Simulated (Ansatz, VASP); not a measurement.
# Two plane-wave programs on SnO2

INCAR

```
SYSTEM = SnO2
PREC     = Accurate       ! precision mode
ENCUT    = 520            ! plane-wave cutoff, eV
EDIFF    = 1E-7           ! SCF threshold, eV
ISMEAR   = 0              ! smearing method
SIGMA    = 0.05           ! smearing width, eV
LREAL    = .False.        ! projectors in reciprocal space
LASPH    = .True.         ! aspherical terms in the spheres
NELM     = 100            ! most SCF steps
ALGO     = Normal         ! electronic algorithm
ISIF     = 2              ! what is computed and relaxed
LWAVE    = .False.        ! write WAVECAR
LCHARG   = .False.        ! write CHGCAR
GGA      = PE             ! functional
NBANDS   = 35             ! bands
```

File KPOINTS:

```
Automatic mesh
0
Gamma
  6 6 10
  0 0 0
```

File POSCAR:

```
SnO2
1.0
    4.6767393117      0.0000000000      0.0000000000
    0.0000000000      4.6767393117      0.0000000000
    0.0000000000      0.0000000000      3.4504103890
Sn O
2 4
Direct
    0.0000000000      0.0000000000      0.0000000000
    0.5000000000      0.5000000000      0.5000000000
    0.3066050867      0.3066050867      0.0000000000
    0.1933949133      0.8066050867      0.5000000000
    0.6933949133      0.6933949133      0.0000000000
    0.8066050867      0.1933949133      0.5000000000
```

Input for Ansatz:

```yaml
crystal:
  lattice:
    - [4.6767393117, 0.0, 0.0]
    - [0.0, 4.6767393117, 0.0]
    - [0.0, 0.0, 3.450410389]
  atoms:
    - { symbol: Sn, position: [0.0, 0.0, 0.0] }
    - { symbol: Sn, position: [0.5, 0.5, 0.5] }
    - { symbol: O, position: [0.3066050867, 0.3066050867, 0.0] }
    - { symbol: O, position: [0.1933949133, 0.8066050867, 0.5] }
    - { symbol: O, position: [0.6933949133, 0.6933949133, 0.0] }
    - { symbol: O, position: [0.8066050867, 0.1933949133, 0.5] }
basis:
  ecutwfc: 420
kpoints:
  mp_grid: { grid: [6, 6, 10] }
hamiltonian:
  xc: pbe
scf:
  occupations: { method: gaussian, width: 0.05 }
output:
  forces: true
  stress: true
  eigenvalues: true
```

Alike in both runs: task single point; functional PBE; k mesh 6 × 6 × 10; occupations gaussian, width 0.05 eV; no spin polarisation.

|  | VASP | Ansatz |
| --- | --- | --- |
| version | VASP 6.6.1 | Ansatz 0.2.0 |
| potentials or method | VASP PAW PBE potentials, release 64 (Sn_d, O), cutoff 520 eV | scalar-relativistic, plane waves, PAW |
| valence electrons in the cell | 52 | 52 |

|  | VASP | Ansatz | Ansatz less VASP |
| --- | --- | --- | --- |
| gap on the k mesh at the Fermi level (eV) | 0.42 | 0.43 | +0.010 |
| least direct gap on the mesh (eV) | 0.42 | 0.43 | +0.010 |
| pressure (GPa) | -1.6 | -2.1 | -0.56 |
| traceless stress, the component that is largest in VASP (GPa) | -10.95 | -11.02 | -0.063 |
| rms of the force components (eV/Å) | 0.099 | 0.093 | -0.0056 |

Atom by atom the forces differ by 0.006 eV/Å (rms over components). With one functional, cell and mesh, what is left measures potentials, basis and numerics.
